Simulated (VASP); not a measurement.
Input of a VASP 6.6.1 run:

INCAR

```
SYSTEM = Ce3Si
PREC     = Accurate       ! precision mode
ENCUT    = 520            ! plane-wave cutoff, eV
EDIFF    = 1E-6           ! SCF threshold, eV
ISMEAR   = 0              ! smearing method
SIGMA    = 0.05           ! smearing width, eV
LREAL    = .False.        ! projectors in reciprocal space
LASPH    = .True.         ! aspherical terms in the spheres
NELM     = 150            ! most SCF steps
ALGO     = Normal         ! electronic algorithm
ISIF     = 2              ! what is computed and relaxed
LWAVE    = .False.        ! write WAVECAR
LCHARG   = .False.        ! write CHGCAR
ISPIN    = 2              ! spin polarisation
MAGMOM   = 0.63 0.63 0.63 0 ! initial moments
LORBIT   = 11             ! projections on sites
LMAXMIX  = 6              ! l up to which the mixer works
GGA      = PE             ! functional
NBANDS   = 32             ! bands
```

File KPOINTS:

```
Automatic mesh
0
Gamma
  8 8 8
  0 0 0
```

File POSCAR:

```
Ce3Si
1.0
    4.5803607446      0.0000000000      0.0000000000
    0.0000000000      4.5803607446      0.0000000000
    0.0000000000      0.0000000000      4.5803607446
Ce Si
3 1
Direct
    0.0000000000      0.5000000000      0.5000000000
    0.5000000000      0.5000000000      0.0000000000
    0.5000000000      0.0000000000      0.5000000000
    0.0000000000      0.0000000000      0.0000000000
```

Potentials or basis: VASP PAW PBE potentials, release 64 (Ce, Si).

The run is started by

```bash
$ cat potpaw_PBE.64/Ce/POTCAR potpaw_PBE.64/Si/POTCAR > POTCAR
$ mpirun -np 1 vasp_std > vasp.out
```

(1) Estimate the pressure.

(2) What does it give for the site moments?

Results:

(1) -0.2 GPa.

(2) Ce +0.57; Si -0.02 μB.

Caveat: the magnetic or orbital state may not be the lowest.
